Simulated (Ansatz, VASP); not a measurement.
**WC in VASP and in Ansatz**

INCAR

```
PREC = Accurate
ENCUT = 520
EDIFF = 1E-6
ISMEAR = -1
SIGMA = 0.05
LREAL = F
LASPH = T
NELM = 60
ALGO = Normal
ISIF = 2
LWAVE = F
LCHARG = F
GGA = PS
NBANDS = 16
```

The input KPOINTS:

```
Automatic mesh
0
Gamma
  13 13 12
```

POSCAR

```
WC
1.0
    2.9005014360      0.0000000000      0.0000000000
   -1.4502507180      2.5119079273      0.0000000000
    0.0000000000      0.0000000000      2.8855800000
W C
1 1
Direct
    0.0000000000      0.0000000000      0.0000000000
    0.6666666667      0.3333333333      0.5000000000
```

Input for Ansatz:

```yaml
crystal:
  lattice:
    - [2.900501436, 0.0, 0.0]
    - [-1.450250718, 2.5119079273, 0.0]
    - [0.0, 0.0, 2.88558]
  atoms:
    - { symbol: W, position: [0.0, 0.0, 0.0] }
    - { symbol: C, position: [0.6666666667, 0.3333333333, 0.5] }
kpoints:
  mp_grid: { grid: [13, 13, 12] }
  band_path:
    path:
      - [0.0, 0.0, 0.0]
      - [0.5, 0.0, 0.0]
      - [0.3333333333, 0.3333333333, 0.0]
      - [0.0, 0.0, 0.0]
      - [0.0, 0.0, 0.5]
      - [0.5, 0.0, 0.5]
      - [0.3333333333, 0.3333333333, 0.5]
      - [0.0, 0.0, 0.5]
      - [0.5, 0.0, 0.5]
    npoints: 5
scf:
  occupations: { method: fermi_dirac, width: 0.05 }
hamiltonian:
  xc: pbesol
  pseudopotentials: { kind: all_electron, lapw: { basis_error: 0.001 } }
output:
  forces: true
  stress: true
  eigenvalues: true
```

Change from the starting cell: zz strain of +2 %.

Alike in both runs: task single point; functional PBEsol; k mesh 13 × 13 × 12; occupations fermi-dirac, width 0.05 eV; no spin polarisation.

|  | VASP | Ansatz |
| --- | --- | --- |
| version | VASP 6.6.1 | Ansatz 0.2.0 |
| potentials or method | VASP PAW PBE potentials, release 64 (W_sv, C), cutoff 520 eV | all-electron LAPW, scalar-relativistic |

VASP gave:

```
pressure (GPa)                                                : -8.0
traceless stress, the component that is largest in VASP (GPa) : -9.94
```

Q: Estimate Ansatz's values.

A: Pressure (GPa): -9.1; traceless stress, the component that is largest in VASP (GPa): -10.14.

VASP's potentials were made for PBE, not for PBEsol. Ansatz ran all-electron here, and VASP with PAW potentials.

Spin-orbit coupling is off throughout.
